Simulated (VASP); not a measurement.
# F (C2/m) in VASP: a series of runs

The runs below take F through single point, with PBEsol.

Everything below comes from runs of VASP 6.6.1. Logs are shortened: lines on timing, memory, paths and dates and some standing lists are left out, and cuts for length are marked.

**1. The cell of the first run**

The structure is monoclinic, space group C2/m (No. 12). The conventional cell has a = 6.023 Å, b = 3.622 Å, c = 7.577 Å, α = 90.00°, β = 111.54°, γ = 90.00°. Within 1.9 Å of F (site symmetry m) lie 1 F at 1.42 Å. Within 1.9 Å of F (site symmetry m) lie 1 F at 1.41 Å.

**2. Single point, PBEsol**

INCAR

```
PREC = Accurate ; ENCUT = 520
EDIFF = 1E-6 ; ISMEAR = 0
SIGMA = 0.05 ; LREAL = False
LASPH = True ; NELM = 100
ALGO = Normal ; ISIF = 2
LWAVE = False ; LCHARG = True
GGA = PS ; LELF = True
LVHAR = True ; NBANDS = 22
```

KPOINTS

```
regular mesh
0
Gamma
  4 4 2
```

POSCAR

```
F
1.0
    3.0025580230     -1.8107796449     -0.2315831773
    3.0025580230      1.8107796449     -0.2315831773
   -2.2322205195      0.0000000000      7.2411238477
F
4
Direct
    0.0848459664      0.0848459664      0.0940038325
    0.9151540336      0.9151540336      0.9059961675
    0.5015719855      0.5015719855      0.5937195244
    0.4984280145      0.4984280145      0.4062804756
```

Potentials or basis: VASP PAW PBE potentials, release 64 (F).

The run is started by

```
cat potpaw_PBE.64/F/POTCAR > POTCAR
mpirun -np 1 vasp_std > vasp.out
```

OUTCAR:

```text
PREC = Accurate
   ENCUT = 520
   EDIFF = 1E-6
   ISMEAR = 0
   LREAL = False
   LASPH = True
   NELM = 100
   ISIF = 2
   GGA = PS

 ion  position               nearest neighbor table
   1  0.085  0.085  0.094-   2 1.42
   2  0.915  0.915  0.906-   1 1.42
   3  0.502  0.502  0.594-   4 1.41
   4  0.498  0.498  0.406-   3 1.41

  LATTYP: Found a base centered monoclinic cell.
 ALAT       =     6.0229512532
 B/A-ratio  =     0.6012931431
 C/A-ratio  =     1.2580841809
 COS(beta)  =    -0.3672053764

  Lattice vectors:

 A1 = (   3.0025580230,  -1.8107796449,  -0.2315831773)
 A2 = (   3.0025580230,   1.8107796449,  -0.2315831773)
 A3 = (  -2.2322205195,   0.0000000000,   7.2411238477)

Analysis of symmetry for initial positions (statically):
=====================================================================
 Subroutine PRICEL returns:
 Original cell was already a primitive cell.

 Routine SETGRP: Setting up the symmetry group for a
 base centered monoclinic supercell.

 Subroutine GETGRP returns: Found  4 space group operations
 (whereof  4 operations were pure point group operations)
 out of a pool of  4 trial point group operations.

The static configuration has the point symmetry C_2h.

Analysis of symmetry for dynamics (positions and initial velocities):
=====================================================================
 Subroutine PRICEL returns:
 Original cell was already a primitive cell.

 Routine SETGRP: Setting up the symmetry group for a
 base centered monoclinic supercell.

 Subroutine GETGRP returns: Found  4 space group operations
 (whereof  4 operations were pure point group operations)
 out of a pool of  4 trial point group operations.

The dynamic configuration has the point symmetry C_2h.

 Subroutine INISYM returns: Found  4 space group operations
 (whereof  4 operations are pure point group operations),
 and found     1 'primitive' translations

----------------------------------------------------------------------------------------

                                     Primitive cell

  volume of cell :      76.8674

  direct lattice vectors                    reciprocal lattice vectors
     3.002558023 -1.810779645 -0.231583177     0.170580471 -0.276124155  0.052584825
     3.002558023  1.810779645 -0.231583177     0.170580471  0.276124155  0.052584825
    -2.232220520  0.000000000  7.241123848     0.010910894  0.000000000  0.141463610

  length of vectors
     3.513959074  3.513959074  7.577379694     0.328796913  0.328796913  0.141883757

  position of ions in fractional coordinates (direct lattice)
     0.084845966  0.084845966  0.094003833
     0.915154034  0.915154034  0.905996167
     0.501571986  0.501571986  0.593719524
     0.498428015  0.498428015  0.406280476

  ion indices of the primitive-cell ions
   primitive index   ion index
                 1           1
                 2           2
                 3           3
                 4           4

----------------------------------------------------------------------------------------

 KPOINTS: regular mesh

Automatic generation of k-mesh.
 Grid dimensions read from file:
 generate k-points for:    4    4    2

 Generating k-lattice:

  Cartesian coordinates                     Fractional coordinates (reciprocal lattice)
     0.042645118 -0.069031039  0.013146206     0.250000000 -0.000000000  0.000000000
     0.042645118  0.069031039  0.013146206    -0.000000000  0.250000000  0.000000000
     0.005455447  0.000000000  0.070731805     0.000000000  0.000000000  0.500000000

  Length of vectors
     0.082199228  0.082199228  0.070941879

  Shift w.r.t. Gamma in fractional coordinates (k-lattice)
     0.000000000  0.000000000  0.000000000

 Subroutine IBZKPT returns following result:
 ===========================================

 Found     14 irreducible k-points:

 Following reciprocal coordinates:
            Coordinates               Weight
  0.000000  0.000000  0.000000      1.000000
  0.250000  0.000000  0.000000      4.000000
  0.500000  0.000000  0.000000      2.000000
  0.250000  0.250000  0.000000      2.000000
  0.500000  0.250000  0.000000      4.000000
 -0.250000  0.250000  0.000000      2.000000
  0.500000  0.500000  0.000000      1.000000
  0.000000  0.000000  0.500000      1.000000
  0.250000  0.000000  0.500000      4.000000
  0.500000  0.000000  0.500000      2.000000
  0.250000  0.250000  0.500000      2.000000
  0.500000  0.250000  0.500000      4.000000
 -0.250000  0.250000  0.500000      2.000000
  0.500000  0.500000  0.500000      1.000000
   k-points           NKPTS =     14   k-points in BZ     NKDIM =     14   number of bands    NBANDS=     22
   number of dos      NEDOS =    301   number of ions     NIONS =      4
   total plane-waves  NPLWV =  43904
   dimension x,y,z NGX =    28 NGY =   28 NGZ =   56
   dimension x,y,z NGXF=    56 NGYF=   56 NGZF=  112
   ions per type =               4
   NGX,Y,Z   is equivalent  to a cutoff of  13.25, 13.25, 12.29 a.u.
   NGXF,Y,Z  is equivalent  to a cutoff of  26.49, 26.49, 24.57 a.u.
 SYSTEM =  unknown system
   PREC   = accura    normal or accurate (medium, high low for compatibility)
   ISTART =      0    job   : 0-new  1-cont  2-samecut
   ICHARG =      2    charge: 1-file 2-atom 10-const
   ISPIN  =      1    spin polarized calculation?
   LNONCOLLINEAR =      F non collinear calculations
   LSORBIT =      F    spin-orbit coupling
   LASPH  =      T    aspherical Exc in radial PAW
   ENCUT  =  520.0 eV  38.22 Ry    6.18 a.u.   6.53  6.53 14.09*2*pi/ulx,y,z
   NELM   =    100;   NELMIN=  2; NELMDL= -5     # of ELM steps
   EDIFF  = 0.1E-05   stopping-criterion for ELM
   LREAL  =      F    real-space projection
   EDIFFG = 0.1E-04   stopping-criterion for IOM
   NSW    =      0    number of steps for IOM
   IBRION =     -1    ionic relax: 0-MD 1-quasi-New 2-CG
   NFREE  =      0    steps in history (QN), initial steepest desc. (CG)
   ISIF   =      2    stress and relaxation
   ISYM   =      2    0-nonsym 1-usesym 2-fastsym
   POTIM  = 0.5000    time-step for ionic-motion
   TEBEG  =    0.0;   TEEND  =   0.0 temperature during run
   PSTRESS=    0.0 pullay stress
   NELECT =      28.0000    total number of electrons
   NUPDOWN=      -1.0000    fix difference up-down
   EMIN   =  10.00;   EMAX   =-10.00  energy-range for DOS
   EFERMI =   0.00;   METHOD = LEGACY
   ISMEAR =     0;   SIGMA  =   0.05  broadening in eV -4-tet -1-fermi 0-gaus
   EFERMI_NEDOS =   21; number of points for ismear=-14 and -15
   IALGO  =     38    algorithm
   IMIX   =      4    mixing-type and parameters
     AMIX     =   0.40;   BMIX     =  1.00
     AMIX_MAG =   1.60;   BMIX_MAG =  1.00
  volume/ion in A,a.u.               =      19.22       129.68
  Fermi-wavevector in a.u.,A,eV,Ry     =   1.169177  2.209423 18.598807  1.366974
  Thomas-Fermi vector in A             =   2.305653
   LORBIT       =      0    0 simple, 1 ext, 2 COOP (PROOUT), +10 PAW based schemes
   GGA     = PS    functional components
   LHFCALC =     F    Hartree Fock is set to
   AEXX    =    0.0000 exact exchange contribution
   IVDW    =     0    specifies the selected vdW correction
   LEPSILON=     F    determine dielectric tensor
   LRPA    =     F    only Hartree local field effects (RPA)
 non-spin polarized calculation
 Gauss-broadening in eV      SIGMA  =   0.05
  energy-cutoff  :      520.00
  volume of cell :       76.87
 maximum number of plane-waves:      2093
 NGX is ok and might be reduce to    28

 number of electron      28.0000003 magnetization

 Free energy of the ion-electron system (eV)
  ---------------------------------------------------
  ext. energy  EPLUGINS =         0.00000000
  ---------------------------------------------------
  free energy    TOTEN  =        -7.79889882 eV

  energy without entropy =       -7.79889882  energy(sigma->0) =       -7.79889882

 E-fermi :  -5.6071     XC(G=0):  -6.7689

 val. band max:       -5.8494117725   @ k =   0.5000   0.5000   0.0000
 cond. band min:      -3.0130646779   @ k =   0.0000   0.0000   0.0000
 fundamental gap:      2.8363470946
 Fermi energy:        -5.6070825672

 k-point     1 :       0.0000    0.0000    0.0000
  band No.  band energies     occupation
      1     -30.7203      2.00000
      2     -30.5524      2.00000
      3     -24.3677      2.00000
      4     -24.1111      2.00000
      5     -12.4144      2.00000
      6     -11.8146      2.00000
[... 14 lines left out ...]
     21      13.1890      0.00000
     22      14.3594      0.00000

 k-point     2 :       0.2500    0.0000    0.0000
  band No.  band energies     occupation
      1     -30.6985      2.00000
      2     -30.5391      2.00000
      3     -24.3269      2.00000
      4     -24.1337      2.00000
      5     -12.3272      2.00000
      6     -11.8943      2.00000
[... 14 lines left out ...]
     21      11.2703      0.00000
     22      12.7343      0.00000

 k-point     3 :       0.5000    0.0000    0.0000
  band No.  band energies     occupation
      1     -30.6768      2.00000
      2     -30.5264      2.00000
      3     -24.2700      2.00000
      4     -24.1725      2.00000
      5     -12.1585      2.00000
      6     -12.0547      2.00000
[... 14 lines left out ...]
     21      10.0472      0.00000
     22      10.2671      0.00000
[... 226 lines left out ...]
 k-point    13 :      -0.2500    0.2500    0.5000
  band No.  band energies     occupation
      1     -30.6769      2.00000
      2     -30.5265      2.00000
      3     -24.2701      2.00000
      4     -24.1726      2.00000
      5     -12.1548      2.00000
      6     -12.0529      2.00000
[... 14 lines left out ...]
     21      10.4090      0.00000
     22      10.4546      0.00000

 k-point    14 :       0.5000    0.5000    0.5000
  band No.  band energies     occupation
      1     -30.6670      2.00000
      2     -30.5165      2.00000
      3     -24.2769      2.00000
      4     -24.1795      2.00000
      5     -12.1737      2.00000
      6     -12.0730      2.00000
[... 14 lines left out ...]
     21       9.1585      0.00000
     22       9.2734      0.00000

------------------------ aborting loop because EDIFF is reached ----------------------------------------

  FORCE on cell =-STRESS in cart. coord.  units (eV):
  Direction    XX          YY          ZZ          XY          YZ          ZX
  --------------------------------------------------------------------------------------
  -------------------------------------------------------------------------------------
  Total       -0.2691966     -0.2535338     -0.4727791      0.0000000      0.0000000     -0.0215231
  in kB       -5.6109689     -5.2845024     -9.8543178      0.0000000      0.0000000     -0.4486152
  external PRESSURE =      -6.9165964 kB  Pullay stress =       0.0000000 kB

 VOLUME and BASIS-vectors are now :
 -----------------------------------------------------------------------------
  energy-cutoff  :      520.00
  volume of cell :       76.87
      direct lattice vectors                 reciprocal lattice vectors
     3.002558023 -1.810779645 -0.231583177     0.170580471 -0.276124155  0.052584825
     3.002558023  1.810779645 -0.231583177     0.170580471  0.276124155  0.052584825
    -2.232220520  0.000000000  7.241123848     0.010910894  0.000000000  0.141463610

 POSITION                                       TOTAL-FORCE (eV/Angst)
 -----------------------------------------------------------------------------------
      0.29967      0.00000      0.64140        -0.036508      0.000000     -0.067693
      3.47322      0.00000      6.13656         0.036508      0.000000      0.067693
      1.68669      0.00000      4.06689         0.022891      0.000000     -0.083580
      2.08621      0.00000      2.71107        -0.022891      0.000000      0.083580
 -----------------------------------------------------------------------------------
    total drift:                                0.000000      0.000000     -0.000000

  FREE ENERGIE OF THE ION-ELECTRON SYSTEM (eV)
  ---------------------------------------------------
  free  energy   TOTEN  =        -7.7988988183 eV

  energy  without entropy=       -7.7988988183  energy(sigma->0) =       -7.79889882
```

It took 18 s on 1 thread of Intel Xeon Platinum 8375C at 2.90GHz (Ice Lake), shared host; peak memory 0.18 GiB.

Results:

* Free energy: -7.7989 eV
* Pressure: -0.7 GPa
* Largest force: 0.087 eV/Å
* Band gap on the k mesh: 2.84 eV, indirect (least direct gap 2.91 eV)

Forces on the atoms (eV/Å):
```
F   -0.037  0.000 -0.068
F    0.037  0.000  0.068
F    0.023  0.000 -0.084
F   -0.023  0.000  0.084
```

Caveat: the k points lie up to 0.52 Å⁻¹ apart; the PAW data sets were made with another functional, which shifts forces and pressure a little. A k mesh can miss the band edges.

**3. Single point, PBEsol**

This run uses another cell than the first one, of the same volume but with other edges.

INCAR

```
SYSTEM = F
PREC = Accurate
ENCUT = 520
EDIFF = 1E-7
ISMEAR = 0
SIGMA = 0.05
LREAL = .FALSE.
LASPH = .TRUE.
NELM = 60
ALGO = Normal
ISIF = 2
LWAVE = .FALSE.
LCHARG = .TRUE.
GGA = PS
LELF = .TRUE.
LVHAR = .TRUE.
NBANDS = 22
```

KPOINTS

```
regular mesh
0
G
  4 4 2
  0 0 0
```

POSCAR

```
F
1.0
    3.2707605585     -1.7349498761     -0.2522692706
    3.2707605585      1.7349498761     -0.2522692706
   -2.5027234335      0.0000000000      6.9659616838
F
4
Direct
    0.0848459664      0.0848459664      0.0940038325
    0.9151540336      0.9151540336      0.9059961675
    0.5015719855      0.5015719855      0.5937195244
    0.4984280145      0.4984280145      0.4062804756
```

Potentials or basis: VASP PAW PBE potentials, release 64 (F).

The run is started by

```
cat potpaw_PBE.64/F/POTCAR > POTCAR
mpirun -np 1 vasp_std > vasp.out
```

It took 24 s on 1 thread of Intel Xeon Platinum 8375C at 2.90GHz (Ice Lake), shared host; peak memory 0.18 GiB.

It converged, with:

- Free energy: -7.7585 eV
- Pressure: 2.0 GPa
- Largest force: 1.302 eV/Å
- Band gap on the k mesh: 3.30 eV, indirect (least direct gap 3.39 eV)

Forces on the atoms (eV/Å):
```
F    0.608  0.000  1.143
F   -0.608  0.000 -1.143
F   -0.421  0.000  1.232
F    0.421  0.000 -1.232
```

Stress tensor (GPa, compression positive):
```
 0.67  0.00  0.40
 0.00 -0.49  0.00
 0.40  0.00  5.93
```

Levels at points of the mesh, in eV from the valence-band top:
```tsv
k point	band 12	band 13	band 14	band 15	band 16	band 17
(0.00, 0.00, 0.00)	-0.17	-0.14	-0.10	3.30	4.01	8.50
(0.50, 0.00, 0.00)	-0.33	-0.30	-0.20	3.69	3.76	12.41
(0.50, 0.50, 0.00)	-0.26	-0.18	0.00	3.65	3.73	12.51
(0.00, 0.00, 0.50)	-0.23	-0.17	-0.10	3.59	3.65	9.40
(0.50, 0.00, 0.50)	-0.37	-0.22	-0.08	3.55	3.89	12.35
(0.50, 0.50, 0.50)	-0.25	-0.16	-0.10	3.67	3.74	11.99
```

Caveat: the k points lie up to 0.52 Å⁻¹ apart; the PAW data sets were made with another functional, which shifts forces and pressure a little. As with any semilocal functional, this PBEsol gap is likely too small.

[end of part 1 of 2]
